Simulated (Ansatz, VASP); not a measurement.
This is a calculation of Si for Ansatz 0.2.0.

input.yaml

```yaml
crystal:
  lattice:
    - [3.8566911633, 0.0, 0.0]
    - [-1.9283455817, 3.339992522, 0.0]
    - [0.0, 0.0, 6.3745611165]
  atoms:
    - { symbol: Si, position: [0.6666666667, 0.3333333333, 0.9369905] }
    - { symbol: Si, position: [0.3333333333, 0.6666666667, 0.4369905] }
    - { symbol: Si, position: [0.6666666667, 0.3333333333, 0.5630095] }
    - { symbol: Si, position: [0.3333333333, 0.6666666667, 0.0630095] }
kpoints:
  mp_grid: { grid: [8, 8, 4] }
scf:
  occupations: { method: fermi_dirac, width: 0.05 }
hamiltonian:
  xc: pbesol
  pseudopotentials: { kind: all_electron, lapw: { basis_error: 0.001 } }
output:
  forces: true
  stress: true
  eigenvalues: true
```

Potentials or basis: all-electron LAPW, scalar-relativistic.

Command:

```console
$ ansatz run input.yaml --threads 2 --pin off --max-ram 8192MiB --backend cpu --events-out ev --progress --plain --runs-dir out
```

Q: Set up the same calculation for VASP 6.6.1. Potentials there: VASP PAW PBE potentials, release 64 (Si).

A: As run (the cutoff follows the program's own potentials):

File INCAR:

```
PREC     = Accurate       # precision mode
ENCUT    = 520            # plane-wave cutoff, eV
EDIFF    = 1E-6           # SCF threshold, eV
ISMEAR   = -1             # smearing method
SIGMA    = 0.05           # smearing width, eV
LREAL    = F              # projectors in reciprocal space
LASPH    = T              # aspherical terms in the spheres
NELM     = 60             # most SCF steps
ALGO     = Normal         # electronic algorithm
ISIF     = 2              # what is computed and relaxed
LWAVE    = F              # write WAVECAR
LCHARG   = F              # write CHGCAR
GGA      = PS             # functional
NBANDS   = 16             # bands
```

File KPOINTS:

```
regular mesh
0
Gamma
  8 8 4
```

Contents of POSCAR:

```
Si
1.0
    3.8566911633      0.0000000000      0.0000000000
   -1.9283455817      3.3399925220      0.0000000000
    0.0000000000      0.0000000000      6.3745611165
Si
4
Direct
    0.6666666667      0.3333333333      0.9369905000
    0.3333333333      0.6666666667      0.4369905000
    0.6666666667      0.3333333333      0.5630095000
    0.3333333333      0.6666666667      0.0630095000
```

Potentials or basis: VASP PAW PBE potentials, release 64 (Si).

The run is started by

```bash
$ cat potpaw_PBE.64/Si/POTCAR > POTCAR
$ mpirun -np 1 vasp_std > vasp.out
```

Both were run:

|  | VASP | Ansatz | Ansatz less VASP |
| --- | --- | --- | --- |
| gap on the k mesh at the Fermi level (eV) | 0.34 | 0.35 | +0.009 |
| least direct gap on the mesh (eV) | 0.90 | 0.90 | +0.001 |
| pressure (GPa) | -2.1 | -2.2 | -0.14 |
| rms of the force components (eV/Å) | 0.009 | 0.010 | +0.0004 |

VASP's potentials were made for PBE, not for PBEsol. Atom by atom the forces differ by 0.000 eV/Å (rms over components). Ansatz ran all-electron here, and VASP with PAW potentials.
